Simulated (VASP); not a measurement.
# Be in VASP: notebook, part 2 of 2

VASP 6.6.1.

## 5. Single point, PBE

This run uses another cell than the first one: it holds 2 atoms, not 1.

The input, INCAR:

```
  ALGO = Normal
  EDIFF = 1E-7
  ENCUT = 520
  GGA = PE
  ISIF = 2
  ISMEAR = 0
  LASPH = T
  LCHARG = F
  LREAL = F
  LWAVE = F
  NBANDS = 9
  NELM = 100
  PREC = Accurate
  SIGMA = 0.1
```

The input, KPOINTS:

```
k-points
0
Gamma
  9 9 9
```

The input, POSCAR:

```
Be
1.0
    1.1187417985      0.6459058785      3.6354162641
   -1.1187417985      0.6459058785      3.6354162641
    0.0000000000     -1.2918117570      3.6354162641
Be
2
Direct
    0.2500077779      0.2500077779      0.2500077779
    0.7499922221      0.7499922221      0.7499922221
```

Potentials or basis: VASP PAW PBE potentials, release 64 (Be).

The run is started by

```sh
> cat potpaw_PBE.64/Be/POTCAR > POTCAR
> mpirun -np 1 vasp_std > vasp.out
```

OUTCAR:

```text
EDIFF = 1E-7
   ENCUT = 520
   GGA = PE
   ISIF = 2
   ISMEAR = 0
   LASPH = T
   LREAL = F
   NELM = 100
   PREC = Accurate

 ion  position               nearest neighbor table
   1  0.250  0.250  0.250-   2 2.23   2 2.23   2 2.23   2 2.23   2 2.23   2 2.23
   2  0.750  0.750  0.750-   1 2.23   1 2.23   1 2.23   1 2.23   1 2.23   1 2.23

  LATTYP: Found a trigonal (rhomboedric) cell.
 ALAT       =     3.8581121068
 COS(alpha) =     0.8318332857

  Lattice vectors:

 A1 = (   1.1187417985,   0.6459058785,   3.6354162641)
 A2 = (  -1.1187417985,   0.6459058785,   3.6354162641)
 A3 = (   0.0000000000,  -1.2918117570,   3.6354162641)

Analysis of symmetry for initial positions (statically):
=====================================================================
 Subroutine PRICEL returns:
 Original cell was already a primitive cell.

 Routine SETGRP: Setting up the symmetry group for a
 trigonal (rhombohedral) supercell.

 Subroutine GETGRP returns: Found 12 space group operations
 (whereof 12 operations were pure point group operations)
 out of a pool of 12 trial point group operations.

The static configuration has the point symmetry D_3d.

Analysis of symmetry for dynamics (positions and initial velocities):
=====================================================================
 Subroutine PRICEL returns:
 Original cell was already a primitive cell.

 Routine SETGRP: Setting up the symmetry group for a
 trigonal (rhombohedral) supercell.

 Subroutine GETGRP returns: Found 12 space group operations
 (whereof 12 operations were pure point group operations)
 out of a pool of 12 trial point group operations.

The dynamic configuration has the point symmetry D_3d.

 Subroutine INISYM returns: Found 12 space group operations
 (whereof 12 operations are pure point group operations),
 and found     1 'primitive' translations

----------------------------------------------------------------------------------------

                                     Primitive cell

  volume of cell :      15.7618

  direct lattice vectors                    reciprocal lattice vectors
     1.118741799  0.645905879  3.635416264     0.446930651  0.258035532  0.091690555
    -1.118741799  0.645905879  3.635416264    -0.446930651  0.258035532  0.091690555
     0.000000000 -1.291811757  3.635416264     0.000000000 -0.516071063  0.091690555

  length of vectors
     3.858112107  3.858112107  3.858112107     0.524153126  0.524153126  0.524153126

  position of ions in fractional coordinates (direct lattice)
     0.250007778  0.250007778  0.250007778
     0.749992222  0.749992222  0.749992222

  ion indices of the primitive-cell ions
   primitive index   ion index
                 1           1
                 2           2

----------------------------------------------------------------------------------------

 KPOINTS: k-points

Automatic generation of k-mesh.
 Grid dimensions read from file:
 generate k-points for:    9    9    9

 Generating k-lattice:

  Cartesian coordinates                     Fractional coordinates (reciprocal lattice)
     0.049658961  0.028670615  0.010187839     0.111111111  0.000000000  0.000000000
    -0.049658961  0.028670615  0.010187839     0.000000000  0.111111111  0.000000000
     0.000000000 -0.057341229  0.010187839     0.000000000  0.000000000  0.111111111

  Length of vectors
     0.058239236  0.058239236  0.058239236

  Shift w.r.t. Gamma in fractional coordinates (k-lattice)
     0.000000000  0.000000000  0.000000000

 Subroutine IBZKPT returns following result:
 ===========================================

 Found     85 irreducible k-points:

 Following reciprocal coordinates:
            Coordinates               Weight
  0.000000  0.000000  0.000000      1.000000
  0.111111 -0.000000  0.000000      6.000000
  0.222222 -0.000000 -0.000000      6.000000
  0.333333 -0.000000  0.000000      6.000000
  0.444444 -0.000000 -0.000000      6.000000
  0.111111  0.111111  0.000000      6.000000
[... 16 lines left out ...]
 -0.333333  0.333333  0.000000      6.000000
  0.444444  0.444444 -0.000000      6.000000
 [... further k-points ...]
   k-points           NKPTS =     85   k-points in BZ     NKDIM =     85   number of bands    NBANDS=      9
   number of dos      NEDOS =    301   number of ions     NIONS =      2
   total plane-waves  NPLWV =  27000
   dimension x,y,z NGX =    30 NGY =   30 NGZ =   30
   dimension x,y,z NGXF=    60 NGYF=   60 NGZF=   60
   ions per type =               2
   NGX,Y,Z   is equivalent  to a cutoff of  12.93, 12.93, 12.93 a.u.
   NGXF,Y,Z  is equivalent  to a cutoff of  25.85, 25.85, 25.85 a.u.
 SYSTEM =  unknown system
   PREC   = accura    normal or accurate (medium, high low for compatibility)
   ISTART =      0    job   : 0-new  1-cont  2-samecut
   ICHARG =      2    charge: 1-file 2-atom 10-const
   ISPIN  =      1    spin polarized calculation?
   LNONCOLLINEAR =      F non collinear calculations
   LSORBIT =      F    spin-orbit coupling
   LASPH  =      T    aspherical Exc in radial PAW
   ENCUT  =  520.0 eV  38.22 Ry    6.18 a.u.   7.17  7.17  7.17*2*pi/ulx,y,z
   NELM   =    100;   NELMIN=  2; NELMDL= -5     # of ELM steps
   EDIFF  = 0.1E-06   stopping-criterion for ELM
   LREAL  =      F    real-space projection
   EDIFFG = 0.1E-05   stopping-criterion for IOM
   NSW    =      0    number of steps for IOM
   IBRION =     -1    ionic relax: 0-MD 1-quasi-New 2-CG
   NFREE  =      0    steps in history (QN), initial steepest desc. (CG)
   ISIF   =      2    stress and relaxation
   ISYM   =      2    0-nonsym 1-usesym 2-fastsym
   POTIM  = 0.5000    time-step for ionic-motion
   TEBEG  =    0.0;   TEEND  =   0.0 temperature during run
   PSTRESS=    0.0 pullay stress
   NELECT =       4.0000    total number of electrons
   NUPDOWN=      -1.0000    fix difference up-down
   EMIN   =  10.00;   EMAX   =-10.00  energy-range for DOS
   EFERMI =   0.00;   METHOD = LEGACY
   ISMEAR =     0;   SIGMA  =   0.10  broadening in eV -4-tet -1-fermi 0-gaus
   EFERMI_NEDOS =   21; number of points for ismear=-14 and -15
   IALGO  =     38    algorithm
   IMIX   =      4    mixing-type and parameters
     AMIX     =   0.40;   BMIX     =  1.00
     AMIX_MAG =   1.60;   BMIX_MAG =  1.00
  volume/ion in A,a.u.               =       7.88        53.18
  Fermi-wavevector in a.u.,A,eV,Ry     =   1.036478  1.958659 14.616551  1.074286
  Thomas-Fermi vector in A             =   2.170870
   LORBIT       =      0    0 simple, 1 ext, 2 COOP (PROOUT), +10 PAW based schemes
   GGA     = PE    functional components
   LHFCALC =     F    Hartree Fock is set to
   AEXX    =    0.0000 exact exchange contribution
   IVDW    =     0    specifies the selected vdW correction
   LEPSILON=     F    determine dielectric tensor
   LRPA    =     F    only Hartree local field effects (RPA)
 non-spin polarized calculation
 Gauss-broadening in eV      SIGMA  =   0.10
  energy-cutoff  :      520.00
  volume of cell :       15.76
 maximum number of plane-waves:       437
 NGX is ok and might be reduce to    30

 number of electron       4.0000000 magnetization

 Free energy of the ion-electron system (eV)
  ---------------------------------------------------
  ext. energy  EPLUGINS =         0.00000000
  ---------------------------------------------------
  free energy    TOTEN  =        -7.38328098 eV

  energy without entropy =       -7.38209454  energy(sigma->0) =       -7.38268776

 E-fermi :   7.6485     XC(G=0): -10.6206

 val. band max:        7.6428381073   @ k =   0.0000   0.0000   0.0000
 cond. band min:       7.7529716562   @ k =  -0.3333  -0.3333   0.2222
 fundamental gap:      0.1101335490
 Fermi energy:         7.6485427289

 k-point     1 :       0.0000    0.0000    0.0000
  band No.  band energies     occupation
      1      -4.3213      2.00000
      2       2.3042      2.00000
      3       7.6428      1.06430
      4      23.9430      0.00000
      5      23.9430      0.00000
      6      26.9163      0.00000
      7      26.9163      0.00000
      8      27.0926      0.00000
      9      33.6770      0.00000
[... 265 lines left out ...]
 k-point    24 :       0.4444    0.4444   -0.0000
  band No.  band energies     occupation
      1       1.6737      2.00000
      2       4.7236      2.00000
      3       8.3389      0.00000
      4      11.6604      0.00000
      5      16.4503      0.00000
      6      17.1173      0.00000
      7      23.6476      0.00000
      8      24.0835      0.00000
      9      24.1507      0.00000

 [... further k-points ...]
[... 5 lines left out ...]
  --------------------------------------------------------------------------------------
  -------------------------------------------------------------------------------------
  Total        0.0126828      0.0126828      0.0220396     -0.0000000      0.0000000     -0.0000000
  in kB        1.2891994      1.2891994      2.2403156     -0.0000000      0.0000000     -0.0000000
  external PRESSURE =       1.6062381 kB  Pullay stress =       0.0000000 kB

 VOLUME and BASIS-vectors are now :
 -----------------------------------------------------------------------------
  energy-cutoff  :      520.00
  volume of cell :       15.76
      direct lattice vectors                 reciprocal lattice vectors
     1.118741799  0.645905879  3.635416264     0.446930651  0.258035532  0.091690555
    -1.118741799  0.645905879  3.635416264    -0.446930651  0.258035532  0.091690555
     0.000000000 -1.291811757  3.635416264     0.000000000 -0.516071063  0.091690555

 POSITION                                       TOTAL-FORCE (eV/Angst)
 -----------------------------------------------------------------------------------
      0.00000      0.00000      2.72665         0.000000      0.000000     -0.001164
      0.00000      0.00000      8.17960         0.000000     -0.000000      0.001164
 -----------------------------------------------------------------------------------
    total drift:                               -0.000000      0.000000     -0.000000

  FREE ENERGIE OF THE ION-ELECTRON SYSTEM (eV)
  ---------------------------------------------------
  free  energy   TOTEN  =        -7.3832809814 eV

  energy  without entropy=       -7.3820945371  energy(sigma->0) =       -7.38268776
```

OSZICAR:

```text
N       E                     dE             d eps       ncg     rms          rms(c)
DAV:   1    -0.265218972767E+01   -0.26522E+01   -0.18222E+03  1554   0.369E+02
DAV:   2    -0.740061434041E+01   -0.47484E+01   -0.45869E+01  2352   0.536E+01
DAV:   3    -0.744397077040E+01   -0.43356E-01   -0.43284E-01  1773   0.358E+00
DAV:   4    -0.744403270356E+01   -0.61933E-04   -0.61929E-04  1877   0.133E-01
DAV:   5    -0.744403274147E+01   -0.37911E-07   -0.37640E-07  1764   0.336E-03    0.111E+00
DAV:   6    -0.740029970209E+01    0.43733E-01   -0.52023E-03  1652   0.764E-01    0.684E-01
DAV:   7    -0.738331017219E+01    0.16990E-01   -0.51410E-03  1718   0.793E-01    0.252E-02
DAV:   8    -0.738328080729E+01    0.29365E-04   -0.10197E-05  1768   0.298E-02    0.964E-03
DAV:   9    -0.738328167020E+01   -0.86291E-06   -0.26103E-06  1861   0.129E-02    0.110E-03
DAV:  10    -0.738328114705E+01    0.52315E-06   -0.31806E-08  1462   0.163E-03    0.336E-04
DAV:  11    -0.738328099859E+01    0.14846E-06   -0.45656E-09   898   0.507E-04    0.410E-05
DAV:  12    -0.738328098144E+01    0.17147E-07   -0.27665E-10   867   0.125E-04
   1 F= -.73832810E+01 E0= -.73826878E+01  d E =-.118644E-02
```

Run time: 42 s. Hardware: 1 thread of Intel Xeon Platinum 8259CL at 2.50GHz (Skylake/Cascade Lake), shared host; peak memory 0.16 GiB.

Results:

```yaml
Free_energy: -7.3833 eV
Pressure: 0.2 GPa
Band_gap_on_the_k_mesh: zero (band 2 reaches 7.76 eV, above the bottom of band 3 at 7.63 eV)
```

Levels at points of the mesh, in eV from the Fermi level:
| k point | band 1 | band 2 | band 3 | band 4 | band 5 | band 6 |
| --- | --- | --- | --- | --- | --- | --- |
| (0.00, 0.00, 0.00) | -11.97 | -5.34 | -0.01 | 16.29 | 16.29 | 19.27 |

Caveat: the k points lie up to 0.37 Å⁻¹ apart.

## 6. Single point, PBE

This run uses another cell than the first one, of 7.86 Å³/atom, 0.952 times its volume.

The input, INCAR:

```
ALGO = Normal
EDIFF = 1E-7
ENCUT = 520
GGA = PE
ISIF = 2
ISMEAR = 0
LASPH = T
LCHARG = T
LELF = T
LREAL = F
LVHAR = T
LWAVE = F
NBANDS = 7
NELM = 60
PREC = Accurate
SIGMA = 0.1
```

The input, KPOINTS:

```
k-points
0
Gamma
  30 30 30
```

The input, POSCAR:

```
Be
1.0
    0.0000000000      1.5784080585      1.5784080585
    1.5784080585      0.0000000000      1.5784080585
    1.5784080585      1.5784080585      0.0000000000
Be
1
Direct
    0.5000000000      0.5000000000      0.5000000000
```

Potentials or basis: VASP PAW PBE potentials, release 64 (Be).

The run is started by

```sh
> cat potpaw_PBE.64/Be/POTCAR > POTCAR
> mpirun -np 1 vasp_std > vasp.out
```

Run time: 55 s. Hardware: 1 thread of Intel Xeon Platinum 8259CL at 2.50GHz (Skylake/Cascade Lake), shared host; peak memory 0.14 GiB.

It converged, with:

```yaml
Free_energy: -3.6861 eV
Pressure: 0.1 GPa
Band_gap_on_the_k_mesh: zero (band 1 reaches 8.19 eV, above the bottom of band 2 at 7.50 eV)
```

Levels at points of the mesh, in eV from the Fermi level:
```
           k point  band 1  band 2  band 3  band 4
(0.00, 0.00, 0.00)  -11.90   19.44   19.44   19.44
(0.50, 0.00, 0.00)   -5.31    0.00   16.50   16.50
(0.50, 0.50, 0.00)   -2.69    3.83    9.53    9.53
```

## 7. Overview

| task | cell | k mesh | cutoff (eV) | smearing | gap on the mesh (eV) | pressure (GPa) | relaxed volume (Å³/atom) |
| --- | --- | --- | --- | --- | --- | --- | --- |
| relaxation of cell and atoms | relaxed from a = 2.300 Å, angles 122.4, 122.4, 85.8°, 1 atom | 10 × 10 × 10 | 600 | gaussian 0.1 eV | none | 0.2 | 7.86 |
| relaxation of cell and atoms | relaxed from a = 2.232 Å, angles 60.0°, 1 atom | 20 × 20 × 20 | 600 | gaussian 0.02 eV | none | 0.0 | - |
| relaxation of cell and atoms | relaxed from a = 2.232 Å, angles 60.0°, 1 atom | 22 × 22 × 22 | 600 | gaussian 0.1 eV | none | 0.1 | 7.88 |
| single point | a = 3.858 Å, angles 33.7°, 2 atoms | 9 × 9 × 9 | 520 | gaussian 0.1 eV | none | 0.2 | - |
| single point | a = 2.232 Å, angles 60.0°, 1 atom | 30 × 30 × 30 | 520 | gaussian 0.1 eV | none | 0.1 | - |

Alike in all rows: level PBE; potentials or basis VASP PAW PBE potentials, release 64 (Be); no spin polarisation.

Caveats: some runs use coarse meshes; the relaxation stopped at its first step, so nothing moved (some runs).

Total energies depend on the potentials used, so only differences within one code and one set of settings carry meaning.
